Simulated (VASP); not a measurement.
Input of a VASP 6.6.1 run:

The input INCAR:

```
ALGO = Normal ; EDIFF = 1E-6
ENCUT = 520 ; GGA = PS
ISIF = 2 ; ISMEAR = 0
LASPH = T ; LCHARG = F
LREAL = F ; LWAVE = F
NBANDS = 34 ; NELM = 60
PREC = Accurate ; SIGMA = 0.15
```

Contents of KPOINTS:

```
k-points
0
Gamma
  8 8 14
```

Contents of POSCAR:

```
Hf2N
1.0
    5.0860759410      0.0000000000      0.0000000000
    0.0000000000      5.0860759410      0.0000000000
    0.0000000000      0.0000000000      3.3583359438
Hf N
4 2
Direct
    0.2954631013      0.2954631013      0.0000000000
    0.7045368987      0.7045368987      0.0000000000
    0.7954631013      0.2045368987      0.5000000000
    0.2045368987      0.7954631013      0.5000000000
    0.0000000000      0.0000000000      0.0000000000
    0.5000000000      0.5000000000      0.5000000000
```

Potentials or basis: VASP PAW PBE potentials, release 64 (Hf_pv, N).

The run is started by

```sh
$ cat potpaw_PBE.64/Hf_pv/POTCAR potpaw_PBE.64/N/POTCAR > POTCAR
$ mpirun -np 1 vasp_std > vasp.out
```

**Question.** What does it give for the largest force?

**Answer.** 0.085 eV/Å.

**Question.** Estimate the pressure.

**Answer.** 8.4 GPa.

**Question.** What does it give for the band gap on the k mesh?

**Answer.** Zero (bands 25 and 26 overlap by 2.45 eV).

Stress tensor (GPa, compression positive):
```
16.19  0.00  0.00
 0.00 16.19  0.00
 0.00  0.00 -7.14
```

Caveat: the stress differs along the axes, from -7 to 16 GPa; the PAW data sets were made with another functional, which shifts forces and pressure a little; spin-orbit coupling is left out, which moves the levels of the heavy elements.
